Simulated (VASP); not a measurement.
# ZrB (Fm-3m) in VASP: notebook

Runs on ZrB. Level: r2SCAN. Tasks: single point.

All numbers are computed with VASP 6.6.1; they aren't measurements. Logs are shortened: lines on timing, memory, paths and dates and some standing lists are left out, and cuts for length are marked.

## 1. The cell of the first run

The structure is cubic, space group Fm-3m (No. 225). The conventional cell has a = 4.555 Å, b = 4.555 Å, c = 4.555 Å, α = 90.00°, β = 90.00°, γ = 90.00°. Within 3.0 Å of Zr (site symmetry m-3m) lie 6 B at 2.28 Å. B (site symmetry m-3m) has 6 Zr at 2.28 Å within 3.0 Å.

## 2. Single point, r2SCAN, collinear spin

Input file POSCAR:

```
ZrB
1.0
    0.0000000000      2.2775377028      2.2775377028
    2.2775377028      0.0000000000      2.2775377028
    2.2775377028      2.2775377028      0.0000000000
Zr B
1 1
Direct
    0.0000000000      0.0000000000      0.0000000000
    0.5000000000      0.5000000000      0.5000000000
```

Input file INCAR.step1:

```
SYSTEM = ZrB
PREC = Accurate
ENCUT = 520
ISMEAR = 0
SIGMA = 0.025
LREAL = .False.
LASPH = .True.
NELM = 150
ISPIN = 2
MAGMOM = 0.5 0
LMAXMIX = 4
NBANDS = 18
GGA = PE
ALGO = Normal
EDIFF = 1E-4
LWAVE = .True.
LCHARG = .False.
```

Input file INCAR.step2:

```
SYSTEM = ZrB
PREC = Accurate
ENCUT = 520
EDIFF = 1E-7
ISMEAR = 0
SIGMA = 0.025
LREAL = .False.
LASPH = .True.
NELM = 150
ALGO = Normal
ISIF = 2
LWAVE = .False.
LCHARG = .True.
ISPIN = 2
MAGMOM = 0.5 0
LORBIT = 11
LMAXMIX = 4
METAGGA = R2SCAN
LMIXTAU = .True.
LELF = .True.
LVHAR = .True.
NBANDS = 18
ISTART = 1
```

Input file KPOINTS:

```
Automatic mesh
0
Gamma
  10 10 10
  0 0 0
```

Potentials or basis: VASP PAW PBE potentials, release 64 (Zr_sv, B).

Command:

```sh
cat potpaw_PBE.64/Zr_sv/POTCAR potpaw_PBE.64/B/POTCAR > POTCAR
cp INCAR.step1 INCAR
mpirun -np 1 vasp_std > vasp.out
cp INCAR.step2 INCAR
mpirun -np 1 vasp_std > vasp.out
```

OUTCAR:

```text
SYSTEM = ZrB
   PREC = Accurate
   ENCUT = 520
   EDIFF = 1E-7
   ISMEAR = 0
   LREAL = .False.
   LASPH = .True.
   NELM = 150
   ISIF = 2
   ISPIN = 2
   LORBIT = 11
   METAGGA = R2SCAN
   ISTART = 1

 ion  position               nearest neighbor table
   1  0.000  0.000  0.000-   2 2.28   2 2.28   2 2.28   2 2.28   2 2.28   2 2.28
   2  0.500  0.500  0.500-   1 2.28   1 2.28   1 2.28   1 2.28   1 2.28   1 2.28

  LATTYP: Found a face centered cubic cell.
 ALAT       =     4.5550754056

  Lattice vectors:

 A1 = (   0.0000000000,   2.2775377028,   2.2775377028)
 A2 = (   2.2775377028,   0.0000000000,   2.2775377028)
 A3 = (   2.2775377028,   2.2775377028,   0.0000000000)

Analysis of symmetry for initial positions (statically):
=====================================================================
 Subroutine PRICEL returns:
 Original cell was already a primitive cell.

 Routine SETGRP: Setting up the symmetry group for a
 face centered cubic supercell.

 Subroutine GETGRP returns: Found 48 space group operations
 (whereof 48 operations were pure point group operations)
 out of a pool of 48 trial point group operations.

The static configuration has the point symmetry O_h .

Analysis of symmetry for dynamics (positions and initial velocities):
=====================================================================
 Subroutine PRICEL returns:
 Original cell was already a primitive cell.

 Routine SETGRP: Setting up the symmetry group for a
 face centered cubic supercell.

 Subroutine GETGRP returns: Found 48 space group operations
 (whereof 48 operations were pure point group operations)
 out of a pool of 48 trial point group operations.

The dynamic configuration has the point symmetry O_h .

Analysis of structural, dynamic, and magnetic symmetry:
=====================================================================
 Subroutine PRICEL returns:
 Original cell was already a primitive cell.

 Routine SETGRP: Setting up the symmetry group for a
 face centered cubic supercell.

 Subroutine GETGRP returns: Found 48 space group operations
 (whereof 48 operations were pure point group operations)
 out of a pool of 48 trial point group operations.

The overall configuration has the point symmetry O_h .

 Subroutine INISYM returns: Found 48 space group operations
 (whereof 48 operations are pure point group operations),
 and found     1 'primitive' translations

----------------------------------------------------------------------------------------

                                     Primitive cell

  volume of cell :      23.6280

  direct lattice vectors                    reciprocal lattice vectors
     0.000000000  2.277537703  2.277537703    -0.219535334  0.219535334  0.219535334
     2.277537703  0.000000000  2.277537703     0.219535334 -0.219535334  0.219535334
     2.277537703  2.277537703  0.000000000     0.219535334  0.219535334 -0.219535334

  length of vectors
     3.220924708  3.220924708  3.220924708     0.380246352  0.380246352  0.380246352

  position of ions in fractional coordinates (direct lattice)
     0.000000000  0.000000000  0.000000000
     0.500000000  0.500000000  0.500000000

  ion indices of the primitive-cell ions
   primitive index   ion index
                 1           1
                 2           2

----------------------------------------------------------------------------------------

 KPOINTS: Automatic mesh

Automatic generation of k-mesh.
 Grid dimensions read from file:
 generate k-points for:   10   10   10

 Generating k-lattice:

  Cartesian coordinates                     Fractional coordinates (reciprocal lattice)
    -0.021953533  0.021953533  0.021953533     0.100000000  0.000000000  0.000000000
     0.021953533 -0.021953533  0.021953533     0.000000000  0.100000000  0.000000000
     0.021953533  0.021953533 -0.021953533     0.000000000  0.000000000  0.100000000

  Length of vectors
     0.038024635  0.038024635  0.038024635

  Shift w.r.t. Gamma in fractional coordinates (k-lattice)
     0.000000000  0.000000000  0.000000000

 Subroutine IBZKPT returns following result:
 ===========================================

 Found     47 irreducible k-points:

 Following reciprocal coordinates:
            Coordinates               Weight
  0.000000  0.000000  0.000000      1.000000
  0.100000  0.000000  0.000000      8.000000
  0.200000  0.000000  0.000000      8.000000
  0.300000  0.000000  0.000000      8.000000
  0.400000  0.000000  0.000000      8.000000
  0.500000  0.000000  0.000000      4.000000
[... 16 lines left out ...]
  0.300000  0.300000  0.000000      6.000000
  0.400000  0.300000  0.000000     24.000000
 [... further k-points ...]
   k-points           NKPTS =     47   k-points in BZ     NKDIM =     47   number of bands    NBANDS=     18
   number of dos      NEDOS =    301   number of ions     NIONS =      2
   total plane-waves  NPLWV =  13824
   dimension x,y,z NGX =    24 NGY =   24 NGZ =   24
   dimension x,y,z NGXF=    48 NGYF=   48 NGZF=   48
   ions per type =               1   1
   NGX,Y,Z   is equivalent  to a cutoff of  12.39, 12.39, 12.39 a.u.
   NGXF,Y,Z  is equivalent  to a cutoff of  24.77, 24.77, 24.77 a.u.
 SYSTEM =  ZrB
   PREC   = accura    normal or accurate (medium, high low for compatibility)
   ISTART =      1    job   : 0-new  1-cont  2-samecut
   ICHARG =      0    charge: 1-file 2-atom 10-const
   ISPIN  =      2    spin polarized calculation?
   LNONCOLLINEAR =      F non collinear calculations
   LSORBIT =      F    spin-orbit coupling
   LASPH  =      T    aspherical Exc in radial PAW
   ENCUT  =  520.0 eV  38.22 Ry    6.18 a.u.   5.99  5.99  5.99*2*pi/ulx,y,z
   NELM   =    150;   NELMIN=  2; NELMDL=  0     # of ELM steps
   EDIFF  = 0.1E-06   stopping-criterion for ELM
   LREAL  =      F    real-space projection
   EDIFFG = 0.1E-05   stopping-criterion for IOM
   NSW    =      0    number of steps for IOM
   IBRION =     -1    ionic relax: 0-MD 1-quasi-New 2-CG
   NFREE  =      0    steps in history (QN), initial steepest desc. (CG)
   ISIF   =      2    stress and relaxation
   ISYM   =      2    0-nonsym 1-usesym 2-fastsym
   POTIM  = 0.5000    time-step for ionic-motion
   TEBEG  =    0.0;   TEEND  =   0.0 temperature during run
   PSTRESS=    0.0 pullay stress
   NELECT =      15.0000    total number of electrons
   NUPDOWN=      -1.0000    fix difference up-down
   EMIN   =  10.00;   EMAX   =-10.00  energy-range for DOS
   EFERMI =   0.00;   METHOD = LEGACY
   ISMEAR =     0;   SIGMA  =   0.03  broadening in eV -4-tet -1-fermi 0-gaus
   EFERMI_NEDOS =   21; number of points for ismear=-14 and -15
   IALGO  =     38    algorithm
   IMIX   =      4    mixing-type and parameters
     AMIX     =   0.40;   BMIX     =  1.00
     AMIX_MAG =   1.60;   BMIX_MAG =  1.00
  volume/ion in A,a.u.               =      11.81        79.72
  Fermi-wavevector in a.u.,A,eV,Ry     =   1.407007  2.658858 26.935038  1.979669
  Thomas-Fermi vector in A             =   2.529310
   LORBIT       =     11    0 simple, 1 ext, 2 COOP (PROOUT), +10 PAW based schemes
   METAGGA = R2SCAN    functional components
   LHFCALC =     F    Hartree Fock is set to
   AEXX    =    0.0000 exact exchange contribution
   IVDW    =     0    specifies the selected vdW correction
   LEPSILON=     F    determine dielectric tensor
   LRPA    =     F    only Hartree local field effects (RPA)
 spin polarized calculation
 Gauss-broadening in eV      SIGMA  =   0.03
  energy-cutoff  :      520.00
  volume of cell :       23.63
 maximum number of plane-waves:       648
   NGX = 11   NGY = 11   NGZ = 11

 number of electron      15.0000000 magnetization       0.0001686

 Free energy of the ion-electron system (eV)
  ---------------------------------------------------
  ext. energy  EPLUGINS =         0.00000000
  ---------------------------------------------------
  free energy    TOTEN  =       -30.09011663 eV

  energy without entropy =      -30.08935899  energy(sigma->0) =      -30.08973781

 E-fermi :   9.6607     XC(G=0): -13.4879

 val. band max:        9.6420570874   @ k =   0.3000   0.2000   0.1000
 cond. band min:       9.6727759326   @ k =   0.5000   0.3000   0.1000
 fundamental gap:      0.0307188452
 Fermi energy:         9.6607150657

 spin component 1

 k-point     1 :       0.0000    0.0000    0.0000
  band No.  band energies     occupation
      1     -38.4712      1.00000
      2     -15.4410      1.00000
      3     -15.4410      1.00000
      4     -15.4410      1.00000
      5       0.6631      1.00000
      6      11.8990      0.00000
[... 10 lines left out ...]
     17      35.6403      0.00000
     18      35.6403      0.00000

 k-point     2 :       0.1000    0.0000    0.0000
  band No.  band energies     occupation
      1     -38.4551      1.00000
      2     -15.5716      1.00000
      3     -15.4521      1.00000
      4     -15.4521      1.00000
      5       0.9749      1.00000
      6      10.9999      0.00000
[... 10 lines left out ...]
     17      34.4383      0.00000
     18      34.4383      0.00000

 k-point     3 :       0.2000    0.0000    0.0000
  band No.  band energies     occupation
      1     -38.4128      1.00000
      2     -15.9006      1.00000
      3     -15.4807      1.00000
      4     -15.4807      1.00000
      5       1.8225      1.00000
      6       9.4914      1.00000
[... 412 lines left out ...]
 k-point    23 :       0.3000    0.3000    0.0000
  band No.  band energies     occupation
      1     -38.3226      1.00000
      2     -16.2008      1.00000
      3     -15.7222      1.00000
      4     -15.7222      1.00000
      5       2.8086      1.00000
      6       7.6972      1.00000
[... 10 lines left out ...]
     17      29.0727      0.00000
     18      29.0727      0.00000

 k-point    24 :       0.4000    0.3000    0.0000
  band No.  band energies     occupation
      1     -38.2881      1.00000
      2     -16.3577      1.00000
      3     -15.8059      1.00000
      4     -15.7656      1.00000
      5       2.9748      1.00000
      6       7.9295      1.00000
[... 10 lines left out ...]
     17      28.8091      0.00000
     18      31.2957      0.00000

 [... further k-points ...]

 spin component 2

 k-point     1 :       0.0000    0.0000    0.0000
  band No.  band energies     occupation
      1     -38.4711      1.00000
      2     -15.4410      1.00000
      3     -15.4410      1.00000
      4     -15.4410      1.00000
      5       0.6632      1.00000
      6      11.8990      0.00000
[... 10 lines left out ...]
     17      35.6404      0.00000
     18      35.6404      0.00000

 k-point     2 :       0.1000    0.0000    0.0000
  band No.  band energies     occupation
      1     -38.4551      1.00000
      2     -15.5716      1.00000
      3     -15.4520      1.00000
      4     -15.4520      1.00000
      5       0.9750      1.00000
      6      11.0000      0.00000
[... 10 lines left out ...]
     17      34.4384      0.00000
     18      34.4384      0.00000

 k-point     3 :       0.2000    0.0000    0.0000
  band No.  band energies     occupation
      1     -38.4128      1.00000
      2     -15.9006      1.00000
      3     -15.4807      1.00000
      4     -15.4807      1.00000
      5       1.8227      1.00000
      6       9.4915      1.00000
[... 412 lines left out ...]
 k-point    23 :       0.3000    0.3000    0.0000
  band No.  band energies     occupation
      1     -38.3225      1.00000
      2     -16.2007      1.00000
      3     -15.7222      1.00000
      4     -15.7222      1.00000
      5       2.8087      1.00000
      6       7.6973      1.00000
[... 10 lines left out ...]
     17      29.0728      0.00000
     18      29.0728      0.00000

 k-point    24 :       0.4000    0.3000    0.0000
  band No.  band energies     occupation
      1     -38.2881      1.00000
      2     -16.3577      1.00000
      3     -15.8059      1.00000
      4     -15.7656      1.00000
      5       2.9750      1.00000
      6       7.9296      1.00000
[... 10 lines left out ...]
     17      28.8091      0.00000
     18      31.2958      0.00000

 [... further k-points ...]

------------------------ aborting loop because EDIFF is reached ----------------------------------------

  FORCE on cell =-STRESS in cart. coord.  units (eV):
  Direction    XX          YY          ZZ          XY          YZ          ZX
  --------------------------------------------------------------------------------------
  -------------------------------------------------------------------------------------
  Total        8.3145762      8.3145762      8.3145762     -0.0000000      0.0000000     -0.0000000
  in kB      563.7985846    563.7985846    563.7985846     -0.0000000      0.0000000     -0.0000000
  external PRESSURE =     563.7985846 kB  Pullay stress =       0.0000000 kB

 VOLUME and BASIS-vectors are now :
 -----------------------------------------------------------------------------
  energy-cutoff  :      520.00
  volume of cell :       23.63
      direct lattice vectors                 reciprocal lattice vectors
     0.000000000  2.277537703  2.277537703    -0.219535334  0.219535334  0.219535334
     2.277537703  0.000000000  2.277537703     0.219535334 -0.219535334  0.219535334
     2.277537703  2.277537703  0.000000000     0.219535334  0.219535334 -0.219535334

 POSITION                                       TOTAL-FORCE (eV/Angst)
 -----------------------------------------------------------------------------------
      0.00000      0.00000      0.00000        -0.000000      0.000000      0.000000
      2.27754      2.27754      2.27754         0.000000     -0.000000     -0.000000
 -----------------------------------------------------------------------------------
    total drift:                                0.000000     -0.000000     -0.000000

  FREE ENERGIE OF THE ION-ELECTRON SYSTEM (eV)
  ---------------------------------------------------
  free  energy   TOTEN  =       -30.0901166349 eV

  energy  without entropy=      -30.0893589947  energy(sigma->0) =      -30.08973781

 total charge

# of ion       s       p       d       tot
------------------------------------------
    1        2.221   6.069   1.917  10.207
    2        0.847   1.153   0.000   2.000
--------------------------------------------------
tot          3.068   7.222   1.917  12.207

 magnetization (x)

# of ion       s       p       d       tot
------------------------------------------
    1        0.000   0.000   0.000   0.000
    2        0.000   0.000   0.000   0.000
--------------------------------------------------
tot          0.000   0.000   0.000   0.000
```

Wall time 3 min (1 thread of Intel Xeon 8259CL, shared host); peak memory 0.18 GiB.

What came out:

```yaml
Free_energy: -30.0901 eV
Pressure: 56.4 GPa
Net_moment: 0.00 μB per cell
Valence_electrons_inside_the_program's_atomic_spheres: Zr 10.21; B 2.00
```

Caveat: the cell stands under pressure; the PAW data sets were made with another functional, which shifts forces and pressure a little.

## 3. Single point, r2SCAN, collinear spin

This run uses another cell than the first one, of 12.32 Å³/atom.

Input file POSCAR:

```
ZrB
1.0
    0.0000000000      2.3093955030      2.3093955030
    2.3093955030      0.0000000000      2.3093955030
    2.3093955030      2.3093955030      0.0000000000
Zr B
1 1
Direct
    0.0000000000      0.0000000000      0.0000000000
    0.5000000000      0.5000000000      0.5000000000
```

Input file INCAR.step1:

```
SYSTEM = ZrB
PREC = Accurate ; ENCUT = 520
ISMEAR = 0 ; SIGMA = 0.025
LREAL = .FALSE. ; LASPH = .TRUE.
NELM = 150 ; ISPIN = 2
MAGMOM = 0.5 0 ; LMAXMIX = 4
NBANDS = 18 ; GGA = PE
ALGO = Normal ; EDIFF = 1E-4
LWAVE = .TRUE. ; LCHARG = .FALSE.
```

Input file INCAR.step2:

```
SYSTEM = ZrB
PREC = Accurate ; ENCUT = 520
EDIFF = 1E-6 ; ISMEAR = 0
SIGMA = 0.025 ; LREAL = .FALSE.
LASPH = .TRUE. ; NELM = 150
ALGO = Normal ; ISIF = 2
LWAVE = .FALSE. ; LCHARG = .TRUE.
ISPIN = 2 ; MAGMOM = 0.5 0
LORBIT = 11 ; LMAXMIX = 4
METAGGA = R2SCAN ; LMIXTAU = .TRUE.
LELF = .TRUE. ; LVHAR = .TRUE.
NBANDS = 18 ; ISTART = 1
```

Input file KPOINTS:

```
Automatic mesh
0
G
  10 10 10
  0 0 0
```

Potentials or basis: VASP PAW PBE potentials, release 64 (Zr_sv, B).

Command:

```sh
cat potpaw_PBE.64/Zr_sv/POTCAR potpaw_PBE.64/B/POTCAR > POTCAR
cp INCAR.step1 INCAR
mpirun -np 1 vasp_std > vasp.out
cp INCAR.step2 INCAR
mpirun -np 1 vasp_std > vasp.out
```

Run time: 3.1 min. Hardware: 1 thread of Intel Xeon 8259CL, shared host; peak memory 0.18 GiB.

The run converged. Its results:

| Quantity | Value |
| --- | --- |
| Free energy | -30.4001 eV |
| Pressure | 42.7 GPa |
| Net moment | 0.00 μB per cell |
| Valence electrons inside the program's atomic spheres | Zr 10.11; B 1.96 |

Levels at points of the mesh, in eV from the Fermi level:
Spin up:
```csv
k point,band 4,band 5,band 6,band 7,band 8,band 9,band 10,band 11,band 12,band 13
"(0.00, 0.00, 0.00)",-25.32,-8.95,2.20,2.20,2.20,3.96,3.96,4.06,4.06,4.06
"(0.50, 0.00, 0.00)",-25.42,-4.44,-3.94,-1.53,-1.53,6.31,6.31,8.06,8.70,14.42
"(0.50, 0.50, 0.00)",-25.69,-7.09,-1.13,-0.33,2.73,2.73,5.83,7.55,7.55,11.56
```
Spin down:
| k point | band 5 | band 6 | band 7 | band 8 | band 9 | band 10 | band 11 | band 12 |
| --- | --- | --- | --- | --- | --- | --- | --- | --- |
| (0.00, 0.00, 0.00) | -8.95 | 2.20 | 2.20 | 2.20 | 3.96 | 3.96 | 4.06 | 4.06 |
| (0.50, 0.00, 0.00) | -4.44 | -3.94 | -1.53 | -1.53 | 6.31 | 6.31 | 8.06 | 8.70 |
| (0.50, 0.50, 0.00) | -7.09 | -1.13 | -0.33 | 2.73 | 2.73 | 5.83 | 7.55 | 7.55 |

Caveat: the cell stands under pressure; the PAW data sets were made with another functional, which shifts forces and pressure a little.

[end of part 1 of 2]
